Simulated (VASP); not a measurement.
# AlN (F-43m) in VASP: single point with PBE

Aim: the single point of AlN with PBE.

Everything below comes from runs of VASP 6.6.1. Logs are shortened: lines on timing, memory, paths and dates and some standing lists are left out, and cuts for length are marked.

## Step 1: The cell of the first run

The structure is cubic, space group F-43m (No. 216). Conventional cell: a = 4.368 Å, b = 4.368 Å, c = 4.368 Å, α = 90.00°, β = 90.00°, γ = 90.00°. Al (site symmetry -43m) has 4 N at 1.89 Å within 2.5 Å. N (site symmetry -43m) has 4 Al at 1.89 Å within 2.5 Å.

## Step 2: Single point, PBE

Contents of INCAR:

```
  PREC = Accurate
  ENCUT = 520
  EDIFF = 1E-6
  ISMEAR = 0
  SIGMA = 0.01
  LREAL = False
  LASPH = True
  NELM = 80
  ALGO = Normal
  ISIF = 2
  LWAVE = False
  LCHARG = False
  GGA = PE
  NBANDS = 11
```

Contents of KPOINTS:

```
Automatic mesh
0
Gamma
  4 4 4
```

Contents of POSCAR:

```
AlN
1.0
    0.0000000000      2.1839935600      2.1839935600
    2.1839935600      0.0000000000      2.1839935600
    2.1839935600      2.1839935600      0.0000000000
Al N
1 1
Direct
    0.0000000000      0.0000000000      0.0000000000
    0.7500000000      0.7500000000      0.7500000000
```

Potentials or basis: VASP PAW PBE potentials, release 64 (Al, N).

The run is started by

```sh
$ cat potpaw_PBE.64/Al/POTCAR potpaw_PBE.64/N/POTCAR > POTCAR
$ mpirun -np 1 vasp_std > vasp.out
```

OUTCAR:

```text
PREC = Accurate
   ENCUT = 520
   EDIFF = 1E-6
   ISMEAR = 0
   LREAL = False
   LASPH = True
   NELM = 80
   ISIF = 2
   GGA = PE

 ion  position               nearest neighbor table
   1  0.000  0.000  0.000-   2 1.89   2 1.89   2 1.89   2 1.89
   2  0.750  0.750  0.750-   1 1.89   1 1.89   1 1.89   1 1.89

  LATTYP: Found a face centered cubic cell.
 ALAT       =     4.3679871200

  Lattice vectors:

 A1 = (   0.0000000000,   2.1839935600,   2.1839935600)
 A2 = (   2.1839935600,   0.0000000000,   2.1839935600)
 A3 = (   2.1839935600,   2.1839935600,   0.0000000000)

Analysis of symmetry for initial positions (statically):
=====================================================================
 Subroutine PRICEL returns:
 Original cell was already a primitive cell.

 Routine SETGRP: Setting up the symmetry group for a
 face centered cubic supercell.

 Subroutine GETGRP returns: Found 24 space group operations
 (whereof 24 operations were pure point group operations)
 out of a pool of 48 trial point group operations.

The static configuration has the point symmetry T_d .

Analysis of symmetry for dynamics (positions and initial velocities):
=====================================================================
 Subroutine PRICEL returns:
 Original cell was already a primitive cell.

 Routine SETGRP: Setting up the symmetry group for a
 face centered cubic supercell.

 Subroutine GETGRP returns: Found 24 space group operations
 (whereof 24 operations were pure point group operations)
 out of a pool of 48 trial point group operations.

The dynamic configuration has the point symmetry T_d .

 Subroutine INISYM returns: Found 24 space group operations
 (whereof 24 operations are pure point group operations),
 and found     1 'primitive' translations

----------------------------------------------------------------------------------------

                                     Primitive cell

  volume of cell :      20.8345

  direct lattice vectors                    reciprocal lattice vectors
     0.000000000  2.183993560  2.183993560    -0.228938404  0.228938404  0.228938404
     2.183993560  0.000000000  2.183993560     0.228938404 -0.228938404  0.228938404
     2.183993560  2.183993560  0.000000000     0.228938404  0.228938404 -0.228938404

  length of vectors
     3.088633313  3.088633313  3.088633313     0.396532948  0.396532948  0.396532948

  position of ions in fractional coordinates (direct lattice)
     0.000000000  0.000000000  0.000000000
     0.750000000  0.750000000  0.750000000

  ion indices of the primitive-cell ions
   primitive index   ion index
                 1           1
                 2           2

----------------------------------------------------------------------------------------

 KPOINTS: Automatic mesh

Automatic generation of k-mesh.
 Grid dimensions read from file:
 generate k-points for:    4    4    4

 Generating k-lattice:

  Cartesian coordinates                     Fractional coordinates (reciprocal lattice)
    -0.057234601  0.057234601  0.057234601     0.250000000  0.000000000  0.000000000
     0.057234601 -0.057234601  0.057234601     0.000000000  0.250000000  0.000000000
     0.057234601  0.057234601 -0.057234601     0.000000000  0.000000000  0.250000000

  Length of vectors
     0.099133237  0.099133237  0.099133237

  Shift w.r.t. Gamma in fractional coordinates (k-lattice)
     0.000000000  0.000000000  0.000000000

 Subroutine IBZKPT returns following result:
 ===========================================

 Found      8 irreducible k-points:

 Following reciprocal coordinates:
            Coordinates               Weight
  0.000000  0.000000  0.000000      1.000000
  0.250000  0.000000  0.000000      8.000000
  0.500000  0.000000  0.000000      4.000000
  0.250000  0.250000  0.000000      6.000000
  0.500000  0.250000  0.000000     24.000000
 -0.250000  0.250000  0.000000     12.000000
  0.500000  0.500000  0.000000      3.000000
 -0.250000  0.500000  0.250000      6.000000
   k-points           NKPTS =      8   k-points in BZ     NKDIM =      8   number of bands    NBANDS=     11
   number of dos      NEDOS =    301   number of ions     NIONS =      2
   total plane-waves  NPLWV =  13824
   dimension x,y,z NGX =    24 NGY =   24 NGZ =   24
   dimension x,y,z NGXF=    48 NGYF=   48 NGZF=   48
   ions per type =               1   1
   NGX,Y,Z   is equivalent  to a cutoff of  12.92, 12.92, 12.92 a.u.
   NGXF,Y,Z  is equivalent  to a cutoff of  25.84, 25.84, 25.84 a.u.
 SYSTEM =  unknown system
   PREC   = accura    normal or accurate (medium, high low for compatibility)
   ISTART =      0    job   : 0-new  1-cont  2-samecut
   ICHARG =      2    charge: 1-file 2-atom 10-const
   ISPIN  =      1    spin polarized calculation?
   LNONCOLLINEAR =      F non collinear calculations
   LSORBIT =      F    spin-orbit coupling
   LASPH  =      T    aspherical Exc in radial PAW
   ENCUT  =  520.0 eV  38.22 Ry    6.18 a.u.   5.74  5.74  5.74*2*pi/ulx,y,z
   NELM   =     80;   NELMIN=  2; NELMDL= -5     # of ELM steps
   EDIFF  = 0.1E-05   stopping-criterion for ELM
   LREAL  =      F    real-space projection
   EDIFFG = 0.1E-04   stopping-criterion for IOM
   NSW    =      0    number of steps for IOM
   IBRION =     -1    ionic relax: 0-MD 1-quasi-New 2-CG
   NFREE  =      0    steps in history (QN), initial steepest desc. (CG)
   ISIF   =      2    stress and relaxation
   ISYM   =      2    0-nonsym 1-usesym 2-fastsym
   POTIM  = 0.5000    time-step for ionic-motion
   TEBEG  =    0.0;   TEEND  =   0.0 temperature during run
   PSTRESS=    0.0 pullay stress
   NELECT =       8.0000    total number of electrons
   NUPDOWN=      -1.0000    fix difference up-down
   EMIN   =  10.00;   EMAX   =-10.00  energy-range for DOS
   EFERMI =   0.00;   METHOD = LEGACY
   ISMEAR =     0;   SIGMA  =   0.01  broadening in eV -4-tet -1-fermi 0-gaus
   EFERMI_NEDOS =   21; number of points for ismear=-14 and -15
   IALGO  =     38    algorithm
   IMIX   =      4    mixing-type and parameters
     AMIX     =   0.40;   BMIX     =  1.00
     AMIX_MAG =   1.60;   BMIX_MAG =  1.00
  volume/ion in A,a.u.               =      10.42        70.30
  Fermi-wavevector in a.u.,A,eV,Ry     =   1.189899  2.248583 19.263943  1.415860
  Thomas-Fermi vector in A             =   2.325996
   LORBIT       =      0    0 simple, 1 ext, 2 COOP (PROOUT), +10 PAW based schemes
   GGA     = PE    functional components
   LHFCALC =     F    Hartree Fock is set to
   AEXX    =    0.0000 exact exchange contribution
   IVDW    =     0    specifies the selected vdW correction
   LEPSILON=     F    determine dielectric tensor
   LRPA    =     F    only Hartree local field effects (RPA)
 non-spin polarized calculation
 Gauss-broadening in eV      SIGMA  =   0.01
  energy-cutoff  :      520.00
  volume of cell :       20.83
 maximum number of plane-waves:       568
 NGX is ok and might be reduce to    24
   NGX = 11   NGY = 11   NGZ = 11

 number of electron       8.0000000 magnetization

 Free energy of the ion-electron system (eV)
  ---------------------------------------------------
  ext. energy  EPLUGINS =         0.00000000
  ---------------------------------------------------
  free energy    TOTEN  =       -14.80338684 eV

  energy without entropy =      -14.80338684  energy(sigma->0) =      -14.80338684

 E-fermi :   6.0613     XC(G=0): -10.9263

 val. band max:        6.0009014675   @ k =   0.0000   0.0000   0.0000
 cond. band min:       9.2925301018   @ k =   0.5000   0.5000   0.0000
 fundamental gap:      3.2916286343
 Fermi energy:         6.0613239524

 k-point     1 :       0.0000    0.0000    0.0000
  band No.  band energies     occupation
      1      -8.9873      2.00000
      2       6.0009      2.00000
      3       6.0009      2.00000
      4       6.0009      2.00000
      5      10.1846      0.00000
      6      18.5345      0.00000
      7      18.5345      0.00000
      8      18.5345      0.00000
      9      23.6634      0.00000
     10      23.6634      0.00000
     11      25.0667      0.00000

 k-point     2 :       0.2500    0.0000    0.0000
  band No.  band energies     occupation
      1      -8.1352      2.00000
      2       2.7324      2.00000
      3       5.7446      2.00000
      4       5.7446      2.00000
      5      12.4459      0.00000
      6      16.9534      0.00000
      7      18.3014      0.00000
      8      18.3014      0.00000
      9      22.2515      0.00000
     10      22.2515      0.00000
     11      23.2163      0.00000

 k-point     3 :       0.5000    0.0000    0.0000
  band No.  band energies     occupation
      1      -6.9335      2.00000
      2       0.1314      2.00000
      3       5.5198      2.00000
      4       5.5198      2.00000
      5      13.3611      0.00000
      6      15.8562      0.00000
      7      17.1201      0.00000
      8      17.1201      0.00000
      9      23.9690      0.00000
     10      26.0785      0.00000
     11      26.0785      0.00000

 k-point     4 :       0.2500    0.2500    0.0000
  band No.  band energies     occupation
      1      -7.8578      2.00000
      2       3.1075      2.00000
      3       5.0197      2.00000
      4       5.0197      2.00000
      5      11.9502      0.00000
      6      16.2321      0.00000
      7      17.4920      0.00000
      8      20.0040      0.00000
      9      20.0040      0.00000
     10      25.5445      0.00000
     11      28.7337      0.00000

 k-point     5 :       0.5000    0.2500    0.0000
  band No.  band energies     occupation
      1      -6.6645      2.00000
      2       1.2156      2.00000
      3       3.6646      2.00000
      4       4.8044      2.00000
      5      11.8680      0.00000
      6      15.9662      0.00000
      7      18.1181      0.00000
      8      19.4055      0.00000
      9      21.6570      0.00000
     10      26.7440      0.00000
     11      28.8300      0.00000

 k-point     6 :      -0.2500    0.2500    0.0000
  band No.  band energies     occupation
      1      -7.0669      2.00000
      2       1.6268      2.00000
      3       3.5170      2.00000
      4       5.4765      2.00000
      5      13.8010      0.00000
      6      15.2305      0.00000
      7      17.6465      0.00000
      8      18.4835      0.00000
      9      22.0190      0.00000
     10      24.7007      0.00000
     11      28.0559      0.00000

 k-point     7 :       0.5000    0.5000    0.0000
  band No.  band energies     occupation
      1      -6.2962      2.00000
      2       1.0860      2.00000
      3       4.2215      2.00000
      4       4.2215      2.00000
      5       9.2925      0.00000
      6      14.5902      0.00000
      7      19.9556      0.00000
      8      21.7190      0.00000
      9      21.7190      0.00000
     10      29.5221      0.00000
     11      29.9716      0.00000

 k-point     8 :      -0.2500    0.5000    0.2500
  band No.  band energies     occupation
      1      -6.2398      2.00000
      2       2.2090      2.00000
      3       2.5559      2.00000
      4       3.2954      2.00000
      5      12.0306      0.00000
      6      17.4127      0.00000
      7      17.9565      0.00000
      8      18.1636      0.00000
      9      23.2246      0.00000
     10      24.8877      0.00000
     11      31.0090      0.00000

------------------------ aborting loop because EDIFF is reached ----------------------------------------

  FORCE on cell =-STRESS in cart. coord.  units (eV):
  Direction    XX          YY          ZZ          XY          YZ          ZX
  --------------------------------------------------------------------------------------
  -------------------------------------------------------------------------------------
  Total        0.6013843      0.6013843      0.6013843     -0.0000000      0.0000000      0.0000000
  in kB       46.2464714     46.2464714     46.2464714     -0.0000000      0.0000000      0.0000000
  external PRESSURE =      46.2464714 kB  Pullay stress =       0.0000000 kB

 VOLUME and BASIS-vectors are now :
 -----------------------------------------------------------------------------
  energy-cutoff  :      520.00
  volume of cell :       20.83
      direct lattice vectors                 reciprocal lattice vectors
     0.000000000  2.183993560  2.183993560    -0.228938404  0.228938404  0.228938404
     2.183993560  0.000000000  2.183993560     0.228938404 -0.228938404  0.228938404
     2.183993560  2.183993560  0.000000000     0.228938404  0.228938404 -0.228938404

 POSITION                                       TOTAL-FORCE (eV/Angst)
 -----------------------------------------------------------------------------------
      0.00000      0.00000      0.00000         0.000000      0.000000      0.000000
      3.27599      3.27599      3.27599        -0.000000     -0.000000     -0.000000
 -----------------------------------------------------------------------------------
    total drift:                               -0.000000     -0.000000     -0.000000

  FREE ENERGIE OF THE ION-ELECTRON SYSTEM (eV)
  ---------------------------------------------------
  free  energy   TOTEN  =       -14.8033868368 eV

  energy  without entropy=      -14.8033868368  energy(sigma->0) =      -14.80338684
```

Wall time 3.5 s (1 thread of Intel Xeon Platinum 8375C at 2.90GHz (Ice Lake), shared host); peak memory 0.13 GiB.

What came out:

- Free energy: -14.8034 eV
- Pressure: 4.6 GPa
- Band gap on the k mesh: 3.29 eV, indirect (least direct gap 4.18 eV)

Caveat: the k points lie up to 0.62 Å⁻¹ apart.
